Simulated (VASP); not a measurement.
# TiO (P-62m) in VASP: further runs

Runs on TiO. Level: PBEsol. Tasks: single point.

Everything below comes from runs of VASP 6.6.1. Logs are shortened: lines on timing, memory, paths and dates and some standing lists are left out, and cuts for length are marked.

### Step 1. The cell of the first run

It takes space group P-62m (No. 189, hexagonal). Conventional cell: a = 5.008 Å, b = 5.008 Å, c = 2.863 Å, α = 90.00°, β = 90.00°, γ = 120.00°. Within 2.9 Å of Ti (site symmetry -6) lie 6 O at 2.10 Å and 5 Ti at 2.86 to 2.89 Å. Ti (site symmetry -62m) has 3 O at 1.97 Å within 2.6 Å. Within 2.7 Å of O (site symmetry m2m) lie 5 Ti at 1.97 to 2.10 Å and 4 O at 2.67 Å.

### Step 2. Single point, PBEsol (10.37 Å³/atom)

File INCAR:

```
PREC = Accurate
ENCUT = 520
EDIFF = 1E-6
ISMEAR = 0
SIGMA = 0.1
LREAL = False
LASPH = True
NELM = 100
ALGO = Normal
ISIF = 2
LWAVE = False
LCHARG = True
GGA = PS
LELF = True
LVHAR = True
NBANDS = 36
```

File KPOINTS:

```
regular mesh
0
Gamma
  12 12 12
```

File POSCAR:

```
TiO
1.0
    5.0081049606      0.0000000000      0.0000000000
   -2.5040524803      4.3371461207      0.0000000000
    0.0000000000      0.0000000000      2.8633983627
Ti O
3 3
Direct
    0.6666666667      0.3333333333      0.5000000000
    0.3333333333      0.6666666667      0.5000000000
    0.0000000000      0.0000000000      0.0000000000
    0.6065419248      0.6065419248      0.0000000000
    0.3934580752      0.0000000000      0.0000000000
    0.0000000000      0.3934580752      0.0000000000
```

Potentials or basis: VASP PAW PBE potentials, release 64 (Ti_sv, O).

Run with:

```bash
> cat potpaw_PBE.64/Ti_sv/POTCAR potpaw_PBE.64/O/POTCAR > POTCAR
> mpirun -np 1 vasp_std > vasp.out
```

OUTCAR:

```text
PREC = Accurate
   ENCUT = 520
   EDIFF = 1E-6
   ISMEAR = 0
   LREAL = False
   LASPH = True
   NELM = 100
   ISIF = 2
   GGA = PS

 ion  position               nearest neighbor table
   1  0.667  0.333  0.500-   6 2.10   6 2.10   5 2.10   5 2.10   4 2.10   4 2.10   2 2.89   2 2.89
                             2 2.89
   2  0.333  0.667  0.500-   5 2.10   5 2.10   6 2.10   6 2.10   4 2.10   4 2.10   1 2.89   1 2.89
                             1 2.89
   3  0.000  0.000  0.000-   5 1.97   4 1.97   6 1.97
   4  0.607  0.607  0.000-   3 1.97   2 2.10   2 2.10   1 2.10   1 2.10
   5  0.393  0.000  0.000-   3 1.97   2 2.10   2 2.10   1 2.10   1 2.10
   6  0.000  0.393  0.000-   3 1.97   1 2.10   1 2.10   2 2.10   2 2.10

  LATTYP: Found a hexagonal cell.
 ALAT       =     5.0081049606
 C/A-ratio  =     0.5717528657

  Lattice vectors:

 A1 = (   5.0081049606,   0.0000000000,   0.0000000000)
 A2 = (  -2.5040524803,   4.3371461207,   0.0000000000)
 A3 = (   0.0000000000,   0.0000000000,   2.8633983627)

Analysis of symmetry for initial positions (statically):
=====================================================================
 Subroutine PRICEL returns:
 Original cell was already a primitive cell.

 Routine SETGRP: Setting up the symmetry group for a
 hexagonal supercell.

 Subroutine GETGRP returns: Found 12 space group operations
 (whereof 12 operations were pure point group operations)
 out of a pool of 24 trial point group operations.

The static configuration has the point symmetry D_3h.

Analysis of symmetry for dynamics (positions and initial velocities):
=====================================================================
 Subroutine PRICEL returns:
 Original cell was already a primitive cell.

 Routine SETGRP: Setting up the symmetry group for a
 hexagonal supercell.

 Subroutine GETGRP returns: Found 12 space group operations
 (whereof 12 operations were pure point group operations)
 out of a pool of 24 trial point group operations.

The dynamic configuration has the point symmetry D_3h.

 Subroutine INISYM returns: Found 12 space group operations
 (whereof 12 operations are pure point group operations),
 and found     1 'primitive' translations

----------------------------------------------------------------------------------------

                                     Primitive cell

  volume of cell :      62.1955

  direct lattice vectors                    reciprocal lattice vectors
     5.008104961  0.000000000  0.000000000     0.199676326  0.115283181  0.000000000
    -2.504052480  4.337146121  0.000000000     0.000000000  0.230566361  0.000000000
     0.000000000  0.000000000  2.863398363     0.000000000  0.000000000  0.349235375

  length of vectors
     5.008104961  5.008104961  2.863398363     0.230566361  0.230566361  0.349235375

  position of ions in fractional coordinates (direct lattice)
     0.666666667  0.333333333  0.500000000
     0.333333333  0.666666667  0.500000000
     0.000000000  0.000000000  0.000000000
     0.606541925  0.606541925  0.000000000
     0.393458075  0.000000000  0.000000000
     0.000000000  0.393458075  0.000000000

  ion indices of the primitive-cell ions
   primitive index   ion index
                 1           1
                 2           2
                 3           3
                 4           4
                 5           5
                 6           6

----------------------------------------------------------------------------------------

 KPOINTS: regular mesh

Automatic generation of k-mesh.
 Grid dimensions read from file:
 generate k-points for:   12   12   12

 Generating k-lattice:

  Cartesian coordinates                     Fractional coordinates (reciprocal lattice)
     0.016639694  0.009606932  0.000000000     0.083333333  0.000000000  0.000000000
     0.000000000  0.019213863  0.000000000     0.000000000  0.083333333  0.000000000
     0.000000000  0.000000000  0.029102948     0.000000000  0.000000000  0.083333333

  Length of vectors
     0.019213863  0.019213863  0.029102948

  Shift w.r.t. Gamma in fractional coordinates (k-lattice)
     0.000000000  0.000000000  0.000000000

 Subroutine IBZKPT returns following result:
 ===========================================

 Found    133 irreducible k-points:

 Following reciprocal coordinates:
            Coordinates               Weight
  0.000000  0.000000  0.000000      1.000000
  0.083333 -0.000000  0.000000      6.000000
  0.166667 -0.000000  0.000000      6.000000
  0.250000 -0.000000  0.000000      6.000000
  0.333333 -0.000000  0.000000      6.000000
  0.416667 -0.000000  0.000000      6.000000
[... 16 lines left out ...]
  0.250000 -0.000000  0.083333     12.000000
  0.333333 -0.000000  0.083333     12.000000
 [... further k-points ...]
   k-points           NKPTS =    133   k-points in BZ     NKDIM =    133   number of bands    NBANDS=     36
   number of dos      NEDOS =    301   number of ions     NIONS =      6
   total plane-waves  NPLWV =  38400
   dimension x,y,z NGX =    40 NGY =   40 NGZ =   24
   dimension x,y,z NGXF=    80 NGYF=   80 NGZF=   48
   ions per type =               3   3
   NGX,Y,Z   is equivalent  to a cutoff of  13.28, 13.28, 13.93 a.u.
   NGXF,Y,Z  is equivalent  to a cutoff of  26.56, 26.56, 27.87 a.u.
 SYSTEM =  unknown system
   PREC   = accura    normal or accurate (medium, high low for compatibility)
   ISTART =      0    job   : 0-new  1-cont  2-samecut
   ICHARG =      2    charge: 1-file 2-atom 10-const
   ISPIN  =      1    spin polarized calculation?
   LNONCOLLINEAR =      F non collinear calculations
   LSORBIT =      F    spin-orbit coupling
   LASPH  =      T    aspherical Exc in radial PAW
   ENCUT  =  520.0 eV  38.22 Ry    6.18 a.u.   9.31  9.31  5.32*2*pi/ulx,y,z
   NELM   =    100;   NELMIN=  2; NELMDL= -5     # of ELM steps
   EDIFF  = 0.1E-05   stopping-criterion for ELM
   LREAL  =      F    real-space projection
   EDIFFG = 0.1E-04   stopping-criterion for IOM
   NSW    =      0    number of steps for IOM
   IBRION =     -1    ionic relax: 0-MD 1-quasi-New 2-CG
   NFREE  =      0    steps in history (QN), initial steepest desc. (CG)
   ISIF   =      2    stress and relaxation
   ISYM   =      2    0-nonsym 1-usesym 2-fastsym
   POTIM  = 0.5000    time-step for ionic-motion
   TEBEG  =    0.0;   TEEND  =   0.0 temperature during run
   PSTRESS=    0.0 pullay stress
   NELECT =      54.0000    total number of electrons
   NUPDOWN=      -1.0000    fix difference up-down
   EMIN   =  10.00;   EMAX   =-10.00  energy-range for DOS
   EFERMI =   0.00;   METHOD = LEGACY
   ISMEAR =     0;   SIGMA  =   0.10  broadening in eV -4-tet -1-fermi 0-gaus
   EFERMI_NEDOS =   21; number of points for ismear=-14 and -15
   IALGO  =     38    algorithm
   IMIX   =      4    mixing-type and parameters
     AMIX     =   0.40;   BMIX     =  1.00
     AMIX_MAG =   1.60;   BMIX_MAG =  1.00
  volume/ion in A,a.u.               =      10.37        69.95
  Fermi-wavevector in a.u.,A,eV,Ry     =   1.561779  2.951335 33.186714  2.439155
  Thomas-Fermi vector in A             =   2.664795
   LORBIT       =      0    0 simple, 1 ext, 2 COOP (PROOUT), +10 PAW based schemes
   GGA     = PS    functional components
   LHFCALC =     F    Hartree Fock is set to
   AEXX    =    0.0000 exact exchange contribution
   IVDW    =     0    specifies the selected vdW correction
   LEPSILON=     F    determine dielectric tensor
   LRPA    =     F    only Hartree local field effects (RPA)
 non-spin polarized calculation
 Gauss-broadening in eV      SIGMA  =   0.10
  energy-cutoff  :      520.00
  volume of cell :       62.20
 maximum number of plane-waves:      1696
 NGX is ok and might be reduce to    40
   NGX = 19   NGY = 19   NGZ = 11

 number of electron      54.0000004 magnetization

 Free energy of the ion-electron system (eV)
  ---------------------------------------------------
  ext. energy  EPLUGINS =         0.00000000
  ---------------------------------------------------
  free energy    TOTEN  =       -56.84237050 eV

  energy without entropy =      -56.83880199  energy(sigma->0) =      -56.84058625

 E-fermi :  10.5332     XC(G=0): -12.6685

 val. band max:       10.5293145609   @ k =   0.1667  -0.0000   0.1667
 cond. band min:      10.5343759868   @ k =   0.1667   0.0833   0.4167
 fundamental gap:      0.0050614259
 Fermi energy:        10.5332038108

 k-point     1 :       0.0000    0.0000    0.0000
  band No.  band energies     occupation
      1     -47.5648      2.00000
      2     -47.4868      2.00000
      3     -47.0032      2.00000
      4     -24.1256      2.00000
      5     -24.1256      2.00000
      6     -23.8330      2.00000
[... 28 lines left out ...]
     35      12.2374      0.00000
     36      12.3526      0.00000

 k-point     2 :       0.0833   -0.0000    0.0000
  band No.  band energies     occupation
      1     -47.5636      2.00000
      2     -47.4879      2.00000
      3     -47.0033      2.00000
      4     -24.1311      2.00000
      5     -24.1251      2.00000
      6     -23.8265      2.00000
[... 28 lines left out ...]
     35      12.2565      0.00000
     36      12.4497      0.00000

 k-point     3 :       0.1667   -0.0000    0.0000
  band No.  band energies     occupation
      1     -47.5600      2.00000
      2     -47.4913      2.00000
      3     -47.0036      2.00000
      4     -24.1452      2.00000
      5     -24.1209      2.00000
      6     -23.8132      2.00000
[... 28 lines left out ...]
     35      12.3111      0.00000
     36      12.7194      0.00000
[... 742 lines left out ...]
 k-point    23 :       0.2500   -0.0000    0.0833
  band No.  band energies     occupation
      1     -47.5504      2.00000
      2     -47.4928      2.00000
      3     -47.0008      2.00000
      4     -24.1519      2.00000
      5     -24.0980      2.00000
      6     -23.8519      2.00000
[... 28 lines left out ...]
     35      12.3102      0.00000
     36      12.7659      0.00000

 k-point    24 :       0.3333   -0.0000    0.0833
  band No.  band energies     occupation
      1     -47.5437      2.00000
      2     -47.4992      2.00000
      3     -47.0012      2.00000
      4     -24.1673      2.00000
      5     -24.0737      2.00000
      6     -23.8521      2.00000
[... 28 lines left out ...]
     35      12.3961      0.00000
     36      12.6229      0.00000

 [... further k-points ...]

------------------------ aborting loop because EDIFF is reached ----------------------------------------

  FORCE on cell =-STRESS in cart. coord.  units (eV):
  Direction    XX          YY          ZZ          XY          YZ          ZX
  --------------------------------------------------------------------------------------
  -------------------------------------------------------------------------------------
  Total       -2.2490704     -2.2490704     -2.3094308      0.0000000      0.0000000      0.0000000
  in kB      -57.9367849    -57.9367849    -59.4916863      0.0000000      0.0000000      0.0000000
  external PRESSURE =     -58.4550853 kB  Pullay stress =       0.0000000 kB

 VOLUME and BASIS-vectors are now :
 -----------------------------------------------------------------------------
  energy-cutoff  :      520.00
  volume of cell :       62.20
      direct lattice vectors                 reciprocal lattice vectors
     5.008104961  0.000000000  0.000000000     0.199676326  0.115283181  0.000000000
    -2.504052480  4.337146121  0.000000000     0.000000000  0.230566361  0.000000000
     0.000000000  0.000000000  2.863398363     0.000000000  0.000000000  0.349235375

 POSITION                                       TOTAL-FORCE (eV/Angst)
 -----------------------------------------------------------------------------------
      2.50405      1.44572      1.43170        -0.000000      0.000000      0.000000
     -0.00000      2.89143      1.43170        -0.000000     -0.000000      0.000000
      0.00000      0.00000      0.00000        -0.000000      0.000000      0.000000
      1.51881      2.63066      0.00000        -0.006378     -0.011047      0.000000
      1.97048      0.00000      0.00000         0.012756     -0.000000     -0.000000
     -0.98524      1.70649      0.00000        -0.006378      0.011047      0.000000
 -----------------------------------------------------------------------------------
    total drift:                               -0.000001     -0.000001      0.000001

  FREE ENERGIE OF THE ION-ELECTRON SYSTEM (eV)
  ---------------------------------------------------
  free  energy   TOTEN  =       -56.8423705040 eV

  energy  without entropy=      -56.8388019900  energy(sigma->0) =      -56.84058625
```

Run time: 4.6 min. Hardware: 1 thread of AMD EPYC 7R13 (Zen 3), shared host; peak memory 0.32 GiB.

What came out:

```yaml
Free_energy: -56.8424 eV
Pressure: -5.8 GPa
Largest_force: 0.013 eV/Å
Band_gap_on_the_k_mesh: zero (bands 27 and 28 overlap by 1.49 eV)
```

Forces in eV/Å, atoms in the order of the input:
```
Ti   0.000  0.000  0.000
Ti   0.000  0.000  0.000
Ti   0.000  0.000  0.000
O   -0.006 -0.011  0.000
O    0.013  0.000  0.000
O   -0.006  0.011  0.000
```

Stress tensor (GPa, compression positive):
```
-5.79  0.00  0.00
 0.00 -5.79  0.00
 0.00  0.00 -5.95
```

Levels at points of the mesh, in eV from the Fermi level:
| k point | band 23 | band 24 | band 25 | band 26 | band 27 | band 28 | band 29 | band 30 | band 31 | band 32 |
| --- | --- | --- | --- | --- | --- | --- | --- | --- | --- | --- |
| (0.00, 0.00, 0.00) | -5.91 | -5.50 | -3.41 | -0.90 | -0.86 | -0.86 | 0.29 | 0.29 | 0.76 | 0.76 |
| (0.50, 0.00, 0.00) | -6.04 | -5.29 | -2.50 | -2.11 | -1.82 | 0.34 | 0.87 | 1.06 | 1.30 | 1.34 |
| (0.00, 0.00, 0.50) | -5.75 | -5.75 | -1.96 | -1.96 | 0.63 | 0.97 | 0.97 | 1.12 | 1.12 | 1.78 |
| (0.50, 0.00, 0.50) | -6.45 | -5.42 | -2.02 | -1.42 | -0.56 | 0.45 | 0.59 | 1.58 | 1.60 | 1.78 |

Caveat: the cell stands under tension; the PAW data sets were made with another functional, which shifts forces and pressure a little; semilocal functionals often make such compounds metallic where correlation or magnetic order opens a gap, which also shifts bond lengths.

(Part 1 of 2 ends here.)

The gap in the log of VASP goes by the Fermi energy; the results here count the filled bands.